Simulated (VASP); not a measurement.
A run of VASP 6.6.1:

The input INCAR:

```
SYSTEM = Ta4C
PREC = Accurate
ENCUT = 520
EDIFF = 1E-6
ISMEAR = 0
SIGMA = 0.1
LREAL = .FALSE.
LASPH = .TRUE.
NELM = 80
ALGO = Normal
ISIF = 2
LWAVE = .FALSE.
LCHARG = .FALSE.
LDIPOL = .TRUE.
IDIPOL = 3
DIPOL = 0.5 0.5 0.357
GGA = PE
IBRION = 2
NSW = 36
EDIFFG = -0.025
```

File KPOINTS:

```
regular mesh
0
G
  8 8 1
  0 0 0
```

The input POSCAR:

```
Ta4C
1.0
    3.3189671336      0.0000000000      0.0000000000
    0.0000000000      3.3189671336      0.0000000000
    0.0000000000      0.0000000000     20.2996557667
Ta C
4 1
Selective dynamics
Direct
    0.5000000000      0.5000000000      0.1970476764  F F F
    0.0000000000      0.0000000000      0.2787970216  F F F
    0.5000000000      0.5000000000      0.3599139024  F F F
    0.0000000000      0.0000000000      0.4334879304  F F F
    0.2500000000      0.2500000000      0.5162479545  F F T
```

Potentials or basis: VASP PAW PBE potentials, release 64 (Ta_pv, C).

Command:

```sh
$ cat potpaw_PBE.64/Ta_pv/POTCAR potpaw_PBE.64/C/POTCAR > POTCAR
$ mpirun -np 1 vasp_std > vasp.out
```

Hardware: 1 thread of Intel(R) Xeon(R) Platinum 8488C (Sapphire Rapids), with other jobs on the host.

Problem. How long does it take, and how much memory?

Solution. Run time: 21 min on 1 thread of Intel(R) Xeon(R) Platinum 8488C (Sapphire Rapids) (shared host), peak memory 0.42 GiB. Counts: scf iterations 89, k points 21, ion steps 6.
